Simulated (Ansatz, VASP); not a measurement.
**Two plane-wave programs on ZnTe4Ru2**

```xyz
7
Lattice="0.0000 5.8436 0.0000 5.8436 0.0000 0.0000 2.9218 2.9218 -5.4522" Properties=species:S:1:pos:R:3 pbc="T T T"
Ru    2.9218    2.9218    0.0000
Ru    2.9218    5.8436   -2.7261
Zn    0.0000    0.0000    0.0000
Te    4.5529    4.3380   -3.9169
Te    1.4161    4.2125   -1.5353
Te    7.1343    7.3493   -3.9169
Te    4.4275    1.6311   -1.5353
```

Alike in both runs: functional PBEsol; k mesh 6 × 6 × 6; occupations gaussian, width 0.1329 eV; no spin polarisation.

Ansatz relaxed the structure, and its values are those at the end. VASP's run is a single point on that final structure, the one shown.

|  | VASP | Ansatz |
| --- | --- | --- |
| version | VASP 6.6.1 | Ansatz 0.2.0 |
| potentials or method | VASP PAW PBE potentials, release 64 (Ru_pv, Zn, Te), cutoff 520 eV | PAW plane waves |
| valence electrons in the cell | 64 | 108 |

Ansatz gave:

```
gap on the k mesh at the Fermi level (eV) : none
pressure (GPa)                            : 0.0
rms of the force components (eV/Å)        : 0.001
```

Which values does VASP return?

gap on the k mesh at the Fermi level (eV): none; pressure (GPa): 0.0; rms of the force components (eV/Å): 0.008.

VASP's potentials were made for PBE, not for PBEsol. A gap of «none» marks a metal or a gap that the smearing closes. With one functional, cell and mesh, what is left measures potentials, basis and numerics. VASP's potentials hold 64 valence electrons a cell and Ansatz's 108, so a difference there can come from the potentials and not from the codes.

Spin-orbit coupling is off throughout.
